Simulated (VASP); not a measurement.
A run of VASP 6.6.1:

INCAR

```
PREC = Accurate ; ENCUT = 520
EDIFF = 1E-7 ; ISMEAR = -1
SIGMA = 0.1 ; LREAL = F
LASPH = T ; NELM = 60
ALGO = Normal ; ISIF = 2
LWAVE = F ; LCHARG = T
GGA = CA ; LELF = T
LVHAR = T ; NBANDS = 46
```

Contents of KPOINTS:

```
regular mesh
0
Gamma
  7 7 7
```

POSCAR

```
Ir
1.0
    4.8657743621      0.0000000000      0.0000000000
    0.0000000000      4.8657743621      0.0000000000
    0.0000000000      0.0000000000      4.8657743621
Ir
8
Direct
    1.0000000000      0.0000000000      0.0000000000
    0.5000000000      0.5000000000      0.5000000000
    0.2500000000      1.0000000000      0.5000000000
    0.7500000000      1.0000000000      0.5000000000
    0.5000000000      0.2500000000      1.0000000000
    0.5000000000      0.7500000000      0.0000000000
    1.0000000000      0.5000000000      0.2500000000
    0.0000000000      0.5000000000      0.7500000000
```

Potentials or basis: VASP PAW LDA potentials, release 64 (Ir).

Command:

```sh
$ cat potpaw_LDA.64/Ir/POTCAR > POTCAR
$ mpirun -np 1 vasp_std > vasp.out
```

Hardware: 1 thread of AMD EPYC 9R45 96-Core Processor (Zen 5), with other jobs on the host.

Question: Estimate the wall time of this run.

Answer: Wall time 58 s on 1 thread of AMD EPYC 9R45 96-Core Processor (Zen 5), on a shared host, peak memory 0.18 GiB. Counts: scf iterations 14, k points 20.
